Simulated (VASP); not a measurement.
Wanted: the native input for a VASP 6.6.1 run.

- Task: single point
- Functional: PBE
- Potentials or basis: VASP PAW PBE potentials, release 64 (Mg, O)
- Cutoff: 520 eV
- k mesh: 7 × 7 × 7
- Occupations: fermi-dirac, width 0.05 eV
- Spin: no spin polarisation
- Dipole correction: no
- Further INCAR settings: ALGO = Normal; EDIFF = 1e-06; NBANDS = 11

The structure of MgO lies in POSCAR:

```
MgO
1.0
    0.0000000000      2.3061600000      2.3061600000
    2.3061600000      0.0000000000      2.3061600000
    2.3061600000      2.3061600000      0.0000000000
Mg O
1 1
Direct
    0.5000000000      0.5000000000      0.5000000000
    0.7500000000      0.7500000000      0.7500000000
```

One way to write it, as run:

INCAR

```
ALGO = Normal ; EDIFF = 1E-6
ENCUT = 520 ; GGA = PE
ISIF = 2 ; ISMEAR = -1
LASPH = True ; LCHARG = False
LREAL = False ; LWAVE = False
NBANDS = 11 ; NELM = 100
PREC = Accurate ; SIGMA = 0.05
```

KPOINTS

```
k-points
0
Gamma
  7 7 7
```

Potentials or basis: VASP PAW PBE potentials, release 64 (Mg, O).

The run is started by

```console
$ cat potpaw_PBE.64/Mg/POTCAR potpaw_PBE.64/O/POTCAR > POTCAR
$ mpirun -np 1 vasp_std > vasp.out
```

Results of the run:

| Property | Result |
| --- | --- |
| Pressure | -0.4 GPa |
| Band gap on the k mesh | 3.46 eV, direct |

Wall time 9.3 s on 1 thread of Intel Xeon 8259CL, with other jobs on the host, peak memory 0.14 GiB.
